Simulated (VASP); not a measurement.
CsLaGe:

```
Cs La Ge
1.0
     3.47285    2.00505    5.61427
    -3.47285    2.00505    5.61427
     0.00000   -4.01010    5.61427
Cs La Ge
2 2 2
Direct
  0.50000 0.50000 0.50000
  0.00000 0.00000 0.00000
  0.33940 0.33940 0.33940
  0.66060 0.66060 0.66060
  0.78012 0.78012 0.78012
  0.21988 0.21988 0.21988
```

The cell was generated, and may not be a known phase.

| Property | Result |
| --- | --- |
| Program | VASP 6.6.1 |
| Task | relaxation of cell and atoms |
| Functional | PBE |
| Potentials or basis | VASP PAW PBE potentials, release 64 (Cs_sv, La, Ge_d) |
| Cutoff | 600 eV |
| k mesh | 3 × 3 × 3 |
| Occupations | gaussian, width 0.1 eV |
| Spin | no spin polarisation |

At the start: pressure 19.4 GPa; volume 39.09 Å³/atom.

Question: Where does the relaxation end?

Answer: Over 58 steps the energy falls by 2445.5 meV/atom and the volume is 40.16 Å³/atom (+2.7 %); space group R-3m (No. 166, to 0.1 Å) before and after.

Step by step:
| step | energy change (eV) | largest force (eV/Å) | pressure (GPa) | volume (Å³) |
| --- | --- | --- | --- | --- |
| 1 | 0.0000 | 15.7883 | 19.36 | 234.56 |
| 3 | -6.6177 | 0.7269 | -3.29 | 379.85 |
| 5 | -8.5905 | 2.0894 | -2.70 | 303.74 |
| 7 | -9.0144 | 2.7478 | -1.63 | 285.32 |
| 9 | -9.0904 | 2.9587 | -0.91 | 278.55 |
| 11 | -10.5446 | 0.8539 | -2.06 | 263.76 |
| 13 | -10.9273 | 0.5520 | -0.81 | 239.75 |
| 15 | -10.9994 | 0.2516 | 0.09 | 228.72 |
| 17 | -11.0356 | 0.1211 | 0.25 | 232.78 |
| 19 | -11.0421 | 0.1597 | 0.15 | 232.04 |
| 21 | -11.0737 | 0.2196 | 0.09 | 233.54 |
| 23 | -11.2128 | 0.3849 | -0.02 | 239.57 |
| 25 | -11.6896 | 1.3541 | 0.24 | 264.36 |
| 27 | -11.6477 | 1.7276 | 0.46 | 267.08 |
| 29 | -11.6757 | 1.8214 | 0.41 | 268.41 |
| 31 | -11.7527 | 2.3042 | 0.21 | 274.44 |
| 33 | -11.7509 | 2.5448 | 0.19 | 277.12 |
| 35 | -11.9988 | 2.4895 | -0.21 | 279.31 |
| 37 | -12.8378 | 2.3734 | -1.60 | 288.39 |
| 39 | -13.1192 | 2.4861 | -2.52 | 296.13 |
| 41 | -13.9667 | 1.7036 | -1.70 | 275.44 |
| 43 | -14.5346 | 0.3732 | 1.20 | 244.00 |
| 45 | -14.6057 | 0.2660 | -0.27 | 252.80 |
| 47 | -14.6138 | 0.2168 | -0.19 | 252.07 |
| 49 | -14.6384 | 0.2701 | 0.06 | 248.78 |
| 51 | -14.6482 | 0.1514 | -0.08 | 249.09 |
| 53 | -14.6670 | 0.1244 | -0.02 | 244.30 |
| 55 | -14.6698 | 0.1293 | 0.18 | 241.10 |
| 57 | -14.6724 | 0.0474 | -0.04 | 241.61 |
| 58 | -14.6729 | 0.0142 | 0.02 | 240.98 |

Final structure:
```yaml
crystal:
  lattice:
    - [2.70289, 1.56051, 9.52234]
    - [-2.70289, 1.56051, 9.52234]
    - [0.00000, -3.12102, 9.52234]
  atoms:
    - { symbol: Cs, position: [0.50000, 0.50000, 0.50000] }
    - { symbol: Cs, position: [0.00000, 0.00000, 0.00000] }
    - { symbol: La, position: [0.38014, 0.38014, 0.38014] }
    - { symbol: La, position: [0.61986, 0.61986, 0.61986] }
    - { symbol: Ge, position: [0.73158, 0.73158, 0.73158] }
    - { symbol: Ge, position: [0.26842, 0.26842, 0.26842] }
```

Caveat: a cell axis changed by over 15 % at a fixed basis, so the end point is rough.
